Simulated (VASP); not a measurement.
# SrTiO3 (Pm-3m) in VASP: a series of runs

The runs below take SrTiO3 through single point, with PBEsol.

Program: VASP 6.6.1. These are calculated values, not measurements. Logs are shortened: lines on timing, memory, paths and dates and some standing lists are left out, and cuts for length are marked.

### 1 The cell of the first run

The structure is cubic, space group Pm-3m (No. 221). The conventional cell has a = 3.905 Å, b = 3.905 Å, c = 3.905 Å, α = 90.00°, β = 90.00°, γ = 90.00°. Sr (site symmetry m-3m) has 12 O at 2.76 Å and 8 Ti at 3.38 Å within 3.6 Å. Within 2.6 Å of Ti (site symmetry m-3m) lie 6 O at 1.95 Å. Within 2.6 Å of O (site symmetry 4/mmm) lie 2 Ti at 1.95 Å.

### 2 Single point, PBEsol

INCAR

```
ALGO = Normal
EDIFF = 1E-6
ENCUT = 520
GGA = PS
ISIF = 2
ISMEAR = 0
LASPH = True
LCHARG = False
LREAL = False
LWAVE = False
NBANDS = 28
NELM = 60
PREC = Accurate
SIGMA = 0.05
```

KPOINTS

```
k-points
0
Gamma
  6 6 6
```

POSCAR

```
SrTiO3
1.0
    3.9052800000      0.0000000000      0.0000000000
    0.0000000000      3.9052800000      0.0000000000
    0.0000000000      0.0000000000      3.9052800000
Sr Ti O
1 1 3
Direct
    0.5000000000      0.5000000000      0.5000000000
    0.0000000000      0.0000000000      0.0000000000
    0.5000000000      0.0000000000      0.0000000000
    0.0000000000      0.5000000000      0.0000000000
    0.0000000000      0.0000000000      0.5000000000
```

Potentials or basis: VASP PAW PBE potentials, release 64 (Sr_sv, Ti_sv, O).

The run is started by

```bash
> cat potpaw_PBE.64/Sr_sv/POTCAR potpaw_PBE.64/Ti_sv/POTCAR potpaw_PBE.64/O/POTCAR > POTCAR
> mpirun -np 1 vasp_std > vasp.out
```

OUTCAR:

```text
EDIFF = 1E-6
   ENCUT = 520
   GGA = PS
   ISIF = 2
   ISMEAR = 0
   LASPH = True
   LREAL = False
   NELM = 60
   PREC = Accurate

 ion  position               nearest neighbor table
   1  0.500  0.500  0.500-   3 2.76   4 2.76   5 2.76   3 2.76   4 2.76   3 2.76   5 2.76   3 2.76
                             4 2.76   5 2.76   4 2.76   5 2.76   2 3.38   2 3.38   2 3.38   2 3.38
   2  0.000  0.000  0.000-   3 1.95   4 1.95   5 1.95   5 1.95   4 1.95   3 1.95   1 3.38   1 3.38
                             1 3.38   1 3.38   1 3.38   1 3.38   1 3.38   1 3.38
   3  0.500  0.000  0.000-   2 1.95   2 1.95   1 2.76   1 2.76   1 2.76   1 2.76
   4  0.000  0.500  0.000-   2 1.95   2 1.95   1 2.76   1 2.76   1 2.76   1 2.76
   5  0.000  0.000  0.500-   2 1.95   2 1.95   1 2.76   1 2.76   1 2.76   1 2.76

  LATTYP: Found a simple cubic cell.
 ALAT       =     3.9052800000

  Lattice vectors:

 A1 = (   3.9052800000,   0.0000000000,   0.0000000000)
 A2 = (   0.0000000000,   3.9052800000,   0.0000000000)
 A3 = (   0.0000000000,   0.0000000000,   3.9052800000)

Analysis of symmetry for initial positions (statically):
=====================================================================
 Subroutine PRICEL returns:
 Original cell was already a primitive cell.

 Routine SETGRP: Setting up the symmetry group for a
 simple cubic supercell.

 Subroutine GETGRP returns: Found 48 space group operations
 (whereof 48 operations were pure point group operations)
 out of a pool of 48 trial point group operations.

The static configuration has the point symmetry O_h .

Analysis of symmetry for dynamics (positions and initial velocities):
=====================================================================
 Subroutine PRICEL returns:
 Original cell was already a primitive cell.

 Routine SETGRP: Setting up the symmetry group for a
 simple cubic supercell.

 Subroutine GETGRP returns: Found 48 space group operations
 (whereof 48 operations were pure point group operations)
 out of a pool of 48 trial point group operations.

The dynamic configuration has the point symmetry O_h .

 Subroutine INISYM returns: Found 48 space group operations
 (whereof 48 operations are pure point group operations),
 and found     1 'primitive' translations

----------------------------------------------------------------------------------------

                                     Primitive cell

  volume of cell :      59.5603

  direct lattice vectors                    reciprocal lattice vectors
     3.905280000  0.000000000  0.000000000     0.256063586  0.000000000  0.000000000
     0.000000000  3.905280000  0.000000000     0.000000000  0.256063586  0.000000000
     0.000000000  0.000000000  3.905280000     0.000000000  0.000000000  0.256063586

  length of vectors
     3.905280000  3.905280000  3.905280000     0.256063586  0.256063586  0.256063586

  position of ions in fractional coordinates (direct lattice)
     0.500000000  0.500000000  0.500000000
     0.000000000  0.000000000  0.000000000
     0.500000000  0.000000000  0.000000000
     0.000000000  0.500000000  0.000000000
     0.000000000  0.000000000  0.500000000

  ion indices of the primitive-cell ions
   primitive index   ion index
                 1           1
                 2           2
                 3           3
                 4           4
                 5           5

----------------------------------------------------------------------------------------

 KPOINTS: k-points

Automatic generation of k-mesh.
 Grid dimensions read from file:
 generate k-points for:    6    6    6

 Generating k-lattice:

  Cartesian coordinates                     Fractional coordinates (reciprocal lattice)
     0.042677264  0.000000000  0.000000000     0.166666667  0.000000000  0.000000000
     0.000000000  0.042677264  0.000000000     0.000000000  0.166666667  0.000000000
     0.000000000  0.000000000  0.042677264     0.000000000  0.000000000  0.166666667

  Length of vectors
     0.042677264  0.042677264  0.042677264

  Shift w.r.t. Gamma in fractional coordinates (k-lattice)
     0.000000000  0.000000000  0.000000000

 Subroutine IBZKPT returns following result:
 ===========================================

 Found     20 irreducible k-points:

 Following reciprocal coordinates:
            Coordinates               Weight
  0.000000  0.000000  0.000000      1.000000
  0.166667  0.000000  0.000000      6.000000
  0.333333  0.000000  0.000000      6.000000
  0.500000  0.000000  0.000000      3.000000
  0.166667  0.166667  0.000000     12.000000
  0.333333  0.166667  0.000000     24.000000
[... 12 lines left out ...]
  0.500000  0.500000  0.333333      6.000000
  0.500000  0.500000  0.500000      1.000000
   k-points           NKPTS =     20   k-points in BZ     NKDIM =     20   number of bands    NBANDS=     28
   number of dos      NEDOS =    301   number of ions     NIONS =      5
   total plane-waves  NPLWV =  27000
   dimension x,y,z NGX =    30 NGY =   30 NGZ =   30
   dimension x,y,z NGXF=    60 NGYF=   60 NGZF=   60
   ions per type =               1   1   3
   NGX,Y,Z   is equivalent  to a cutoff of  12.77, 12.77, 12.77 a.u.
   NGXF,Y,Z  is equivalent  to a cutoff of  25.54, 25.54, 25.54 a.u.
 SYSTEM =  unknown system
   PREC   = accura    normal or accurate (medium, high low for compatibility)
   ISTART =      0    job   : 0-new  1-cont  2-samecut
   ICHARG =      2    charge: 1-file 2-atom 10-const
   ISPIN  =      1    spin polarized calculation?
   LNONCOLLINEAR =      F non collinear calculations
   LSORBIT =      F    spin-orbit coupling
   LASPH  =      T    aspherical Exc in radial PAW
   ENCUT  =  520.0 eV  38.22 Ry    6.18 a.u.   7.26  7.26  7.26*2*pi/ulx,y,z
   NELM   =     60;   NELMIN=  2; NELMDL= -5     # of ELM steps
   EDIFF  = 0.1E-05   stopping-criterion for ELM
   LREAL  =      F    real-space projection
   EDIFFG = 0.1E-04   stopping-criterion for IOM
   NSW    =      0    number of steps for IOM
   IBRION =     -1    ionic relax: 0-MD 1-quasi-New 2-CG
   NFREE  =      0    steps in history (QN), initial steepest desc. (CG)
   ISIF   =      2    stress and relaxation
   ISYM   =      2    0-nonsym 1-usesym 2-fastsym
   POTIM  = 0.5000    time-step for ionic-motion
   TEBEG  =    0.0;   TEEND  =   0.0 temperature during run
   PSTRESS=    0.0 pullay stress
   NELECT =      40.0000    total number of electrons
   NUPDOWN=      -1.0000    fix difference up-down
   EMIN   =  10.00;   EMAX   =-10.00  energy-range for DOS
   EFERMI =   0.00;   METHOD = LEGACY
   ISMEAR =     0;   SIGMA  =   0.05  broadening in eV -4-tet -1-fermi 0-gaus
   EFERMI_NEDOS =   21; number of points for ismear=-14 and -15
   IALGO  =     38    algorithm
   IMIX   =      4    mixing-type and parameters
     AMIX     =   0.40;   BMIX     =  1.00
     AMIX_MAG =   1.60;   BMIX_MAG =  1.00
  volume/ion in A,a.u.               =      11.91        80.39
  Fermi-wavevector in a.u.,A,eV,Ry     =   1.433648  2.709203 27.964703  2.055348
  Thomas-Fermi vector in A             =   2.553143
   LORBIT       =      0    0 simple, 1 ext, 2 COOP (PROOUT), +10 PAW based schemes
   GGA     = PS    functional components
   LHFCALC =     F    Hartree Fock is set to
   AEXX    =    0.0000 exact exchange contribution
   IVDW    =     0    specifies the selected vdW correction
   LEPSILON=     F    determine dielectric tensor
   LRPA    =     F    only Hartree local field effects (RPA)
 non-spin polarized calculation
 Gauss-broadening in eV      SIGMA  =   0.05
  energy-cutoff  :      520.00
  volume of cell :       59.56
 maximum number of plane-waves:      1628
 NGX is ok and might be reduce to    30
   NGX = 15   NGY = 15   NGZ = 15

 number of electron      40.0000005 magnetization

 Free energy of the ion-electron system (eV)
  ---------------------------------------------------
  ext. energy  EPLUGINS =         0.00000000
  ---------------------------------------------------
  free energy    TOTEN  =       -42.01456650 eV

  energy without entropy =      -42.01456650  energy(sigma->0) =      -42.01456650

 E-fermi :   4.3471     XC(G=0): -11.5386

 val. band max:        4.0241995019   @ k =   0.5000   0.5000   0.5000
 cond. band min:       5.8242600339   @ k =   0.0000   0.0000   0.0000
 fundamental gap:      1.8000605320
 Fermi energy:         4.3471147008

 k-point     1 :       0.0000    0.0000    0.0000
  band No.  band energies     occupation
      1     -52.1786      2.00000
      2     -28.6219      2.00000
      3     -28.5402      2.00000
      4     -28.5402      2.00000
      5     -28.5402      2.00000
      6     -13.3347      2.00000
[... 20 lines left out ...]
     27       9.3012      0.00000
     28      10.0409      0.00000

 k-point     2 :       0.1667    0.0000    0.0000
  band No.  band energies     occupation
      1     -52.1783      2.00000
      2     -28.6524      2.00000
      3     -28.5395      2.00000
      4     -28.5395      2.00000
      5     -28.5218      2.00000
      6     -13.3538      2.00000
[... 20 lines left out ...]
     27       9.7840      0.00000
     28      10.7015      0.00000

 k-point     3 :       0.3333    0.0000    0.0000
  band No.  band energies     occupation
      1     -52.1774      2.00000
      2     -28.7004      2.00000
      3     -28.5379      2.00000
      4     -28.5379      2.00000
      5     -28.4976      2.00000
      6     -13.4800      2.00000
[... 20 lines left out ...]
     27      10.7773      0.00000
     28      12.0871      0.00000

 k-point     4 :       0.5000    0.0000    0.0000
  band No.  band energies     occupation
      1     -52.1771      2.00000
      2     -28.7219      2.00000
      3     -28.5372      2.00000
      4     -28.5372      2.00000
      5     -28.4878      2.00000
      6     -13.5633      2.00000
[... 454 lines left out ...]
     27      11.8452      0.00000
     28      12.1726      0.00000

 k-point    19 :       0.5000    0.5000    0.3333
  band No.  band energies     occupation
      1     -52.1743      2.00000
      2     -28.6080      2.00000
      3     -28.6080      2.00000
      4     -28.5891      2.00000
      5     -28.5634      2.00000
      6     -12.1549      2.00000
[... 20 lines left out ...]
     27      11.8937      0.00000
     28      12.4469      0.00000

 k-point    20 :       0.5000    0.5000    0.5000
  band No.  band energies     occupation
      1     -52.1739      2.00000
      2     -28.6070      2.00000
      3     -28.6070      2.00000
      4     -28.6070      2.00000
      5     -28.5587      2.00000
      6     -11.9643      2.00000
[... 20 lines left out ...]
     27      12.4473      0.00000
     28      12.4473      0.00000

------------------------ aborting loop because EDIFF is reached ----------------------------------------

  FORCE on cell =-STRESS in cart. coord.  units (eV):
  Direction    XX          YY          ZZ          XY          YZ          ZX
  --------------------------------------------------------------------------------------
  -------------------------------------------------------------------------------------
  Total       -0.4962959     -0.4962959     -0.4962959      0.0000000      0.0000000     -0.0000000
  in kB      -13.3504136    -13.3504136    -13.3504136      0.0000000      0.0000000     -0.0000000
  external PRESSURE =     -13.3504136 kB  Pullay stress =       0.0000000 kB

 VOLUME and BASIS-vectors are now :
 -----------------------------------------------------------------------------
  energy-cutoff  :      520.00
  volume of cell :       59.56
      direct lattice vectors                 reciprocal lattice vectors
     3.905280000  0.000000000  0.000000000     0.256063586  0.000000000  0.000000000
     0.000000000  3.905280000  0.000000000     0.000000000  0.256063586  0.000000000
     0.000000000  0.000000000  3.905280000     0.000000000  0.000000000  0.256063586

 POSITION                                       TOTAL-FORCE (eV/Angst)
 -----------------------------------------------------------------------------------
      1.95264      1.95264      1.95264         0.000000      0.000000      0.000000
      0.00000      0.00000      0.00000         0.000000      0.000000      0.000000
      1.95264      0.00000      0.00000         0.000000      0.000000      0.000000
      0.00000      1.95264      0.00000         0.000000      0.000000      0.000000
      0.00000      0.00000      1.95264         0.000000      0.000000      0.000000
 -----------------------------------------------------------------------------------
    total drift:                                0.000000     -0.000000      0.000000

  FREE ENERGIE OF THE ION-ELECTRON SYSTEM (eV)
  ---------------------------------------------------
  free  energy   TOTEN  =       -42.0145664991 eV

  energy  without entropy=      -42.0145664991  energy(sigma->0) =      -42.01456650
```

Run time: 86 s. Hardware: 1 thread of Intel Xeon 8259CL, shared host; peak memory 0.19 GiB.

Results:

* Free energy: -42.0146 eV
* Pressure: -1.3 GPa
* Band gap on the k mesh: 1.80 eV (least direct gap 2.16 eV)

Caveat: the PAW data sets were made with another functional, which shifts forces and pressure a little. A k mesh can miss the band edges.

### 3 Single point, PBEsol (11.78 Å³/atom)

This run uses another cell than the first one, of 11.78 Å³/atom.

INCAR

```
PREC = Accurate ; ENCUT = 520
EDIFF = 1E-7 ; ISMEAR = 0
SIGMA = 0.05 ; LREAL = False
LASPH = True ; NELM = 60
ALGO = Normal ; ISIF = 2
LWAVE = False ; LCHARG = False
GGA = PS ; NBANDS = 28
```

KPOINTS

```
regular mesh
0
Gamma
  6 6 6
```

POSCAR, as its differences from that of step 2:

```diff
@@ -2,5 +2,5 @@
 1.0
-    3.9052800000      0.0000000000      0.0000000000
-    0.0000000000      3.9052800000      0.0000000000
-    0.0000000000      0.0000000000      3.9052800000
+    3.8911160995      0.0000000000      0.0000000000
+    0.0000000000      3.8911160995      0.0000000000
+    0.0000000000      0.0000000000      3.8911160995
 Sr Ti O
```

Potentials or basis: VASP PAW PBE potentials, release 64 (Sr_sv, Ti_sv, O).

The run is started by

```bash
> cat potpaw_PBE.64/Sr_sv/POTCAR potpaw_PBE.64/Ti_sv/POTCAR potpaw_PBE.64/O/POTCAR > POTCAR
> mpirun -np 1 vasp_std > vasp.out
```

Run time: 70 s. Hardware: 1 thread of Intel Xeon 8259CL, shared host; peak memory 0.19 GiB.

The run converged. Its results:

```
Free energy            : -42.0150 eV
Pressure               : 0.7 GPa
Band gap on the k mesh : 1.82 eV (least direct gap 2.17 eV)
```

Levels at points of the mesh, in eV from the valence-band top:
| k point | band 18 | band 19 | band 20 | band 21 | band 22 | band 23 |
| --- | --- | --- | --- | --- | --- | --- |
| (0.00, 0.00, 0.00) | -0.35 | -0.35 | -0.35 | 1.82 | 1.82 | 1.82 |
| (0.50, 0.00, 0.00) | -2.07 | -0.74 | -0.74 | 2.00 | 3.83 | 3.83 |
| (0.50, 0.50, 0.00) | -1.60 | -1.60 | -0.10 | 3.84 | 3.84 | 4.29 |
| (0.50, 0.50, 0.50) | 0.00 | 0.00 | 0.00 | 4.53 | 4.53 | 4.53 |

Caveat: the PAW data sets were made with another functional, which shifts forces and pressure a little. A k mesh can miss the band edges.

### 4 Single point, PBEsol (12.25 Å³/atom)

This run uses another cell than the first one, of 12.25 Å³/atom.

INCAR

```
PREC = Accurate
ENCUT = 520
EDIFF = 1E-7
ISMEAR = 0
SIGMA = 0.05
LREAL = F
LASPH = T
NELM = 100
ALGO = Normal
ISIF = 2
LWAVE = F
LCHARG = F
GGA = PS
NBANDS = 28
```

KPOINTS is that of step 3.

POSCAR, as its differences from that of step 3:

```diff
@@ -2,5 +2,5 @@
 1.0
-    3.8911160995      0.0000000000      0.0000000000
-    0.0000000000      3.8911160995      0.0000000000
-    0.0000000000      0.0000000000      3.8911160995
+    3.9423208676      0.0000000000      0.0000000000
+    0.0000000000      3.9423208676      0.0000000000
+    0.0000000000      0.0000000000      3.9423208676
 Sr Ti O
```

The run is started by

```bash
> cat potpaw_PBE.64/Sr_sv/POTCAR potpaw_PBE.64/Ti_sv/POTCAR potpaw_PBE.64/O/POTCAR > POTCAR
> mpirun -np 1 vasp_std > vasp.out
```

Run time: 79 s. Hardware: 1 thread of Intel Xeon 8259CL, shared host; peak memory 0.19 GiB.

Results (log left out):

| Item | Value |
| --- | --- |
| Free energy | -41.9765 eV |
| Pressure | -6.1 GPa |
| Band gap on the k mesh | 1.75 eV (least direct gap 2.12 eV) |

Levels at points of the mesh, in eV from the valence-band top:
```
           k point  band 16  band 17  band 18  band 19  band 20  band 21  band 22  band 23  band 24  band 25
(0.00, 0.00, 0.00)    -1.14    -1.14    -0.37    -0.37    -0.37     1.75     1.75     1.75     4.13     4.13
(0.50, 0.00, 0.00)    -2.32    -2.32    -1.94    -0.74    -0.74     1.91     3.63     3.63     4.15     6.25
(0.50, 0.50, 0.00)    -2.80    -1.76    -1.56    -1.56    -0.09     3.64     3.64     4.08     5.06     7.71
(0.50, 0.50, 0.50)    -3.70    -3.70     0.00     0.00     0.00     4.29     4.29     4.29     6.75     6.75
```

Caveat: the cell stands under tension; the PAW data sets were made with another functional, which shifts forces and pressure a little.

### 5 Overview

| cell | gap on the mesh (eV) | pressure (GPa) |
| --- | --- | --- |
| a = 3.905 Å, 5 atoms | 1.80 | -1.3 |
| a = 3.891 Å, 5 atoms | 1.82 | 0.7 |
| a = 3.942 Å, 5 atoms | 1.75 | -6.1 |

Alike in all rows: task single point; level PBEsol; potentials or basis VASP PAW PBE potentials, release 64 (Sr_sv, Ti_sv, O); no spin polarisation; k mesh 6 × 6 × 6; cutoff (eV) 520; smearing gaussian 0.05 eV.

Caveats: the PAW data sets were made with another functional, which shifts forces and pressure a little; the cell stands under tension (at least some runs).

Total energies depend on the potentials used, so only differences within one code and one set of settings carry meaning.
